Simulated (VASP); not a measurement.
# Al in VASP: single point with PBEsol

Aim: the single point of Al with PBEsol.

All numbers are computed with VASP 6.6.1; they aren't measurements. Logs are shortened: lines on timing, memory, paths and dates and some standing lists are left out, and cuts for length are marked.

## Step 1: The cell of the first run

The typed cell holds 1 atom: a = 2.782 Å, b = 2.782 Å, c = 3.213 Å, α = 54.73°, β = 54.73°, γ = 70.53°.

## Step 2: Single point, PBEsol

INCAR reads:

```
PREC = Accurate
ENCUT = 520
EDIFF = 1E-6
ISMEAR = 0
SIGMA = 0.15
LREAL = F
LASPH = T
NELM = 60
ALGO = Normal
ISIF = 2
LWAVE = F
LCHARG = T
GGA = PS
LELF = T
LVHAR = T
NBANDS = 8
```

KPOINTS reads:

```
Automatic mesh
0
Gamma
  22 22 22
```

POSCAR reads:

```
Al
1.0
    0.0000000000      2.2719551060      1.6062722599
    2.2719551060      0.0000000000      1.6062722599
    2.2719551060      2.2719551060      0.0000000000
Al
1
Direct
    0.0000000000      0.0000000000      0.0000000000
```

Potentials or basis: VASP PAW PBE potentials, release 64 (Al).

The run is started by

```bash
cat potpaw_PBE.64/Al/POTCAR > POTCAR
mpirun -np 1 vasp_std > vasp.out
```

OUTCAR:

```text
PREC = Accurate
   ENCUT = 520
   EDIFF = 1E-6
   ISMEAR = 0
   LREAL = F
   LASPH = T
   NELM = 60
   ISIF = 2
   GGA = PS

 ion  position               nearest neighbor table
   1  0.000  0.000  0.000-

  LATTYP: Found a body centered tetragonal cell.
 ALAT       =     3.2130297240
 C/A-ratio  =     0.9998489886

  Lattice vectors:

 A1 = (   0.0000000000,  -2.2719551060,  -1.6062722599)
 A2 = (   0.0000000000,   2.2719551060,  -1.6062722599)
 A3 = (   2.2719551060,   0.0000000000,   1.6062722599)

Analysis of symmetry for initial positions (statically):
=====================================================================
 Subroutine PRICEL returns:
 Original cell was already a primitive cell.

 Routine SETGRP: Setting up the symmetry group for a
 body centered tetragonal supercell.

 Subroutine GETGRP returns: Found 16 space group operations
 (whereof 16 operations were pure point group operations)
 out of a pool of 16 trial point group operations.

The static configuration has the point symmetry D_4h.

Analysis of symmetry for dynamics (positions and initial velocities):
=====================================================================
 Subroutine PRICEL returns:
 Original cell was already a primitive cell.

 Routine SETGRP: Setting up the symmetry group for a
 body centered tetragonal supercell.

 Subroutine GETGRP returns: Found 16 space group operations
 (whereof 16 operations were pure point group operations)
 out of a pool of 16 trial point group operations.

The dynamic configuration has the point symmetry D_4h.

 Subroutine INISYM returns: Found 16 space group operations
 (whereof 16 operations are pure point group operations),
 and found     1 'primitive' translations

----------------------------------------------------------------------------------------

                                     Primitive cell

  volume of cell :      16.5824

  direct lattice vectors                    reciprocal lattice vectors
     0.000000000  2.271955106  1.606272260    -0.220074771  0.220074771  0.311279733
     2.271955106  0.000000000  1.606272260     0.220074771 -0.220074771  0.311279733
     2.271955106  2.271955106  0.000000000     0.220074771  0.220074771 -0.311279733

  length of vectors
     2.782425305  2.782425305  3.213029724     0.440182782  0.440182782  0.440182782

  position of ions in fractional coordinates (direct lattice)
     0.000000000  0.000000000  0.000000000

  ion indices of the primitive-cell ions
   primitive index   ion index
                 1           1

----------------------------------------------------------------------------------------

 KPOINTS: Automatic mesh

Automatic generation of k-mesh.
 Grid dimensions read from file:
 generate k-points for:   22   22   22

 Generating k-lattice:

  Cartesian coordinates                     Fractional coordinates (reciprocal lattice)
    -0.010003399  0.010003399  0.014149079     0.045454545  0.000000000  0.000000000
     0.010003399 -0.010003399  0.014149079     0.000000000  0.045454545  0.000000000
     0.010003399  0.010003399 -0.014149079     0.000000000  0.000000000  0.045454545

  Length of vectors
     0.020008308  0.020008308  0.020008308

  Shift w.r.t. Gamma in fractional coordinates (k-lattice)
     0.000000000  0.000000000  0.000000000

 Subroutine IBZKPT returns following result:
 ===========================================

 Found    834 irreducible k-points:

 Following reciprocal coordinates:
            Coordinates               Weight
  0.000000  0.000000  0.000000      1.000000
  0.045455 -0.000000  0.000000      8.000000
  0.090909 -0.000000  0.000000      8.000000
  0.136364 -0.000000  0.000000      8.000000
  0.181818 -0.000000  0.000000      8.000000
  0.227273  0.000000  0.000000      8.000000
[... 16 lines left out ...]
  0.500000  0.045455  0.000000      8.000000
 -0.454545  0.045455  0.000000      8.000000
 [... further k-points ...]
   k-points           NKPTS =    834   k-points in BZ     NKDIM =    834   number of bands    NBANDS=      8
   number of dos      NEDOS =    301   number of ions     NIONS =      1
   total plane-waves  NPLWV =  13824
   dimension x,y,z NGX =    24 NGY =   24 NGZ =   24
   dimension x,y,z NGXF=    48 NGYF=   48 NGZF=   48
   ions per type =               1
   NGX,Y,Z   is equivalent  to a cutoff of  14.34, 14.34, 12.42 a.u.
   NGXF,Y,Z  is equivalent  to a cutoff of  28.68, 28.68, 24.84 a.u.
 SYSTEM =  unknown system
   PREC   = accura    normal or accurate (medium, high low for compatibility)
   ISTART =      0    job   : 0-new  1-cont  2-samecut
   ICHARG =      2    charge: 1-file 2-atom 10-const
   ISPIN  =      1    spin polarized calculation?
   LNONCOLLINEAR =      F non collinear calculations
   LSORBIT =      F    spin-orbit coupling
   LASPH  =      T    aspherical Exc in radial PAW
   ENCUT  =  520.0 eV  38.22 Ry    6.18 a.u.   5.17  5.17  5.97*2*pi/ulx,y,z
   NELM   =     60;   NELMIN=  2; NELMDL= -5     # of ELM steps
   EDIFF  = 0.1E-05   stopping-criterion for ELM
   LREAL  =      F    real-space projection
   EDIFFG = 0.1E-04   stopping-criterion for IOM
   NSW    =      0    number of steps for IOM
   IBRION =     -1    ionic relax: 0-MD 1-quasi-New 2-CG
   NFREE  =      0    steps in history (QN), initial steepest desc. (CG)
   ISIF   =      2    stress and relaxation
   ISYM   =      2    0-nonsym 1-usesym 2-fastsym
   POTIM  = 0.5000    time-step for ionic-motion
   TEBEG  =    0.0;   TEEND  =   0.0 temperature during run
   PSTRESS=    0.0 pullay stress
   NELECT =       3.0000    total number of electrons
   NUPDOWN=      -1.0000    fix difference up-down
   EMIN   =  10.00;   EMAX   =-10.00  energy-range for DOS
   EFERMI =   0.00;   METHOD = LEGACY
   ISMEAR =     0;   SIGMA  =   0.15  broadening in eV -4-tet -1-fermi 0-gaus
   EFERMI_NEDOS =   21; number of points for ismear=-14 and -15
   IALGO  =     38    algorithm
   IMIX   =      4    mixing-type and parameters
     AMIX     =   0.40;   BMIX     =  1.00
     AMIX_MAG =   1.60;   BMIX_MAG =  1.00
  volume/ion in A,a.u.               =      16.58       111.90
  Fermi-wavevector in a.u.,A,eV,Ry     =   0.925903  1.749704 11.664236  0.857297
  Thomas-Fermi vector in A             =   2.051808
   LORBIT       =      0    0 simple, 1 ext, 2 COOP (PROOUT), +10 PAW based schemes
   GGA     = PS    functional components
   LHFCALC =     F    Hartree Fock is set to
   AEXX    =    0.0000 exact exchange contribution
   IVDW    =     0    specifies the selected vdW correction
   LEPSILON=     F    determine dielectric tensor
   LRPA    =     F    only Hartree local field effects (RPA)
 non-spin polarized calculation
 Gauss-broadening in eV      SIGMA  =   0.15
  energy-cutoff  :      520.00
  volume of cell :       16.58
 maximum number of plane-waves:       466
 NGX is ok and might be reduce to    24
   NGX = 11   NGY = 11   NGZ = 11

 number of electron       3.0000000 magnetization

 Free energy of the ion-electron system (eV)
  ---------------------------------------------------
  ext. energy  EPLUGINS =         0.00000000
  ---------------------------------------------------
  free energy    TOTEN  =        -3.99707633 eV

  energy without entropy =       -3.99258552  energy(sigma->0) =       -3.99483093

 E-fermi :   7.9133     XC(G=0): -10.2425

 val. band max:        7.8963465682   @ k =  -0.4091   0.3636   0.0909
 cond. band min:       7.9229291688   @ k =  -0.4545   0.3636   0.1818
 fundamental gap:      0.0265826005
 Fermi energy:         7.9133328754

 k-point     1 :       0.0000    0.0000    0.0000
  band No.  band energies     occupation
      1      -3.1927      2.00000
      2      21.1088      0.00000
      3      21.1123      0.00000
      4      21.1123      0.00000
      5      22.5041      0.00000
      6      22.5041      0.00000
      7      22.5056      0.00000
      8      24.1437      0.00000

 k-point     2 :       0.0455   -0.0000    0.0000
  band No.  band energies     occupation
      1      -3.1334      2.00000
      2      20.2716      0.00000
      3      20.5878      0.00000
      4      20.8563      0.00000
      5      22.2484      0.00000
      6      22.8867      0.00000
      7      23.1255      0.00000
      8      23.5386      0.00000

 k-point     3 :       0.0909   -0.0000    0.0000
  band No.  band energies     occupation
      1      -2.9558      2.00000
      2      18.6368      0.00000
      3      19.7726      0.00000
      4      20.2489      0.00000
      5      21.6470      0.00000
      6      22.7324      0.00000
      7      23.4583      0.00000
      8      24.2402      0.00000

 k-point     4 :       0.1364   -0.0000    0.0000
  band No.  band energies     occupation
      1      -2.6601      2.00000
      2      16.7874      0.00000
      3      18.9954      0.00000
      4      19.5168      0.00000
      5      20.9419      0.00000
      6      22.0789      0.00000
      7      23.9904      0.00000
      8      24.4462      0.00000

 k-point     5 :       0.1818   -0.0000    0.0000
  band No.  band energies     occupation
      1      -2.2473      2.00000
      2      14.9102      0.00000
      3      18.2988      0.00000
      4      18.7859      0.00000
      5      20.2531      0.00000
      6      21.4875      0.00000
      7      24.5603      0.00000
      8      24.7563      0.00000
[... 177 lines left out ...]
 k-point    22 :       0.4545    0.0455    0.0000
  band No.  band energies     occupation
      1       2.6651      2.00000
      2       5.1985      2.00000
      3      15.0246      0.00000
      4      17.2835      0.00000
      5      17.3415      0.00000
      6      19.9442      0.00000
      7      26.8972      0.00000
      8      28.9237      0.00000

 k-point    23 :       0.5000    0.0455    0.0000
  band No.  band energies     occupation
      1       3.6546      2.00000
      2       4.1052      2.00000
      3      14.9731      0.00000
      4      17.2309      0.00000
      5      17.2904      0.00000
      6      19.8987      0.00000
      7      27.4519      0.00000
      8      28.4595      0.00000

 k-point    24 :      -0.4545    0.0455    0.0000
  band No.  band energies     occupation
      1       2.6648      2.00000
      2       5.1989      2.00000
      3      15.0242      0.00000
      4      17.2832      0.00000
      5      17.3418      0.00000
      6      19.9446      0.00000
      7      26.9019      0.00000
      8      28.9188      0.00000

 [... further k-points ...]

------------------------ aborting loop because EDIFF is reached ----------------------------------------

  FORCE on cell =-STRESS in cart. coord.  units (eV):
  Direction    XX          YY          ZZ          XY          YZ          ZX
  --------------------------------------------------------------------------------------
  -------------------------------------------------------------------------------------
  Total        0.0015271      0.0015271      0.0012348      0.0000000      0.0000000      0.0000000
  in kB        0.1475514      0.1475514      0.1193003      0.0000000      0.0000000      0.0000000
  external PRESSURE =       0.1381344 kB  Pullay stress =       0.0000000 kB

 VOLUME and BASIS-vectors are now :
 -----------------------------------------------------------------------------
  energy-cutoff  :      520.00
  volume of cell :       16.58
      direct lattice vectors                 reciprocal lattice vectors
     0.000000000  2.271955106  1.606272260    -0.220074771  0.220074771  0.311279733
     2.271955106  0.000000000  1.606272260     0.220074771 -0.220074771  0.311279733
     2.271955106  2.271955106  0.000000000     0.220074771  0.220074771 -0.311279733

 POSITION                                       TOTAL-FORCE (eV/Angst)
 -----------------------------------------------------------------------------------
      0.00000      0.00000      0.00000         0.000000      0.000000     -0.000000
 -----------------------------------------------------------------------------------
    total drift:                                0.000000      0.000000      0.000000

  FREE ENERGIE OF THE ION-ELECTRON SYSTEM (eV)
  ---------------------------------------------------
  free  energy   TOTEN  =        -3.9970763320 eV

  energy  without entropy=       -3.9925855192  energy(sigma->0) =       -3.99483093
```

Run time: 37 s. Hardware: 1 thread of Intel Xeon 6975P-C, shared host; peak memory 0.21 GiB.

What came out:

| Quantity | Value |
| --- | --- |
| Free energy | -3.9971 eV |
| Pressure | 0.0 GPa |

Caveat: the PAW data sets were made with another functional, which shifts forces and pressure a little.
